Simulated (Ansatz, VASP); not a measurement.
**One calculation of Ga2Te2S, two programs**

```
CELL_PARAMETERS angstrom
4.67525 0.00000 0.00000
-2.33763 4.04889 0.00000
0.00000 0.00000 6.98763
ATOMIC_POSITIONS crystal
Ga 0.66667 0.33333 0.34884
Ga 0.33333 0.66667 0.65116
Te 0.33333 0.66667 0.22552
Te 0.66667 0.33333 0.77448
S 0.00000 0.00000 0.00000
```

Change from the starting cell: species swapped into the SrMg2Sb2 type (P-3m1, No. 164).

Alike in both runs: functional PBE; k mesh 6 × 6 × 4; occupations gaussian, width 0.1 eV; no spin polarisation.

Ansatz relaxed the structure, and its values are those at the end. VASP's run is a single point on that final structure, the one shown.

```csv
,VASP,Ansatz
version,VASP 6.6.1,Ansatz 0.2.0
potentials or method,"VASP PAW PBE potentials, release 64 (Ga_d, Te, S), cutoff 520 eV","scalar-relativistic, plane waves, PAW"
valence electrons in the cell,44,64
```

```tsv
	VASP	Ansatz	Ansatz less VASP
gap on the k mesh at the Fermi level (eV)	none	none	-
pressure (GPa)	0.0	0.0	-0.02
rms of the force components (eV/Å)	0.007	0.011	+0.0046
```

A gap of «none» marks a metal or a gap that the smearing closes. The functional is the same, so the differences come from potentials, cutoffs and numerics. VASP's potentials hold 44 valence electrons a cell and Ansatz's 64, so a difference there can come from the potentials and not from the codes.

Spin-orbit coupling is off throughout.
